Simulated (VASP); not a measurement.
**Al: relaxation of cell and atoms with r2SCAN**

Crystal: Al.

```xyz
1
Lattice="-1.5912 1.5912 1.5912 1.5912 -1.5912 1.5912 1.5912 1.5912 -1.5912" Properties=species:S:1:pos:R:3 pbc="T T T"
Al    0.0000    0.0000    0.0000
```

This isn't the form of Al at room conditions, which is fcc.

| Item | Value |
| --- | --- |
| Program | VASP 6.6.1 |
| Task | relaxation of cell and atoms |
| Functional | r2SCAN |
| Potentials or basis | VASP PAW PBE potentials, release 64 (Al) |
| Cutoff | 600 eV |
| k mesh | 24 × 24 × 24 |
| Occupations | gaussian, width 0.1 eV |
| Spin | no spin polarisation |
| Dipole correction | no |
| Further INCAR settings | ALGO = Normal; EDIFF = 1e-06; IBRION = 2; EDIFFG = -0.01; NSW = 100; ISIF = 3 |

```
Relaxed volume                        : 16.16 Å³/atom
Relaxed cell                          : a = 2.759 Å, b = 2.759 Å, c = 2.759 Å, α = 109.47°, β = 109.47°, γ = 109.47°
Space group after relaxing (to 0.1 Å) : Im-3m (No. 229)
Energy gained by relaxing             : 0.0 meV/atom
Ionic steps                           : 2
Pressure after relaxing               : 0.0 GPa
Band gap on the k mesh                : zero (an odd number of electrons rules out a gap without spin polarisation)
```

Final structure:
```
Al
1.0
    -1.59272    1.59272    1.59272
     1.59272   -1.59272    1.59272
     1.59272    1.59272   -1.59272
Al
1
Direct
  0.00000 0.00000 0.00000
```

Levels at points of the mesh, in eV from the Fermi level:
| k point | band 1 | band 2 | band 3 | band 4 |
| --- | --- | --- | --- | --- |
| (0.00, 0.00, 0.00) | -12.03 | 14.14 | 14.14 | 14.14 |
| (0.50, 0.00, 0.00) | -4.81 | -4.05 | 8.71 | 8.97 |
| (0.50, 0.50, 0.50) | 2.02 | 2.02 | 2.02 | 2.92 |

Run time: 48 s on 1 thread of Intel(R) Xeon(R) 6975P-C (Granite Rapids) (shared host), peak memory 0.16 GiB.

Caveat: the PAW data sets were made with another functional, which shifts forces and pressure a little.
